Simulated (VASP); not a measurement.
Here is a VASP 6.6.1 calculation.

The input INCAR:

```
SYSTEM = PrBe3Si
PREC = Accurate
ENCUT = 600
EDIFF = 1E-6
ISMEAR = 0
SIGMA = 0.1
LREAL = .False.
LASPH = .True.
NELM = 200
ALGO = Normal
ISIF = 2
LWAVE = .False.
LCHARG = .False.
GGA = PE
NBANDS = 18
GGA_COMPAT = .False.
LMAXMIX = 6
```

KPOINTS

```
regular mesh
0
Gamma
  12 12 12
  0 0 0
```

The input POSCAR:

```
PrBe3Si
1.0
   -1.8994234252      1.8994234252      4.4817459098
    1.8994234252     -1.8994234252      4.4817459098
    1.8994234252      1.8994234252     -4.4817459098
Pr Be Si
1 3 1
Direct
    0.0212586733      0.0212586733      0.0000000000
    0.3930498085      0.3930498085      0.0000000000
    0.2772862674      0.7772862674      0.5000000000
    0.7772862674      0.2772862674      0.5000000000
    0.6461189935      0.6461189935      0.0000000000
```

Potentials or basis: VASP PAW PBE potentials, release 64 (Pr_3, Be, Si), 4f in core.

Launch:

```sh
$ cat potpaw_PBE.64/Pr_3/POTCAR potpaw_PBE.64/Be/POTCAR potpaw_PBE.64/Si/POTCAR > POTCAR
$ mpirun -np 1 vasp_std > vasp.out
```

(1) Predict the largest force.

(2) Estimate the pressure.

Results:

(1) 0.010 eV/Å.

(2) 15.7 GPa.

Caveat: the cell stands under pressure.
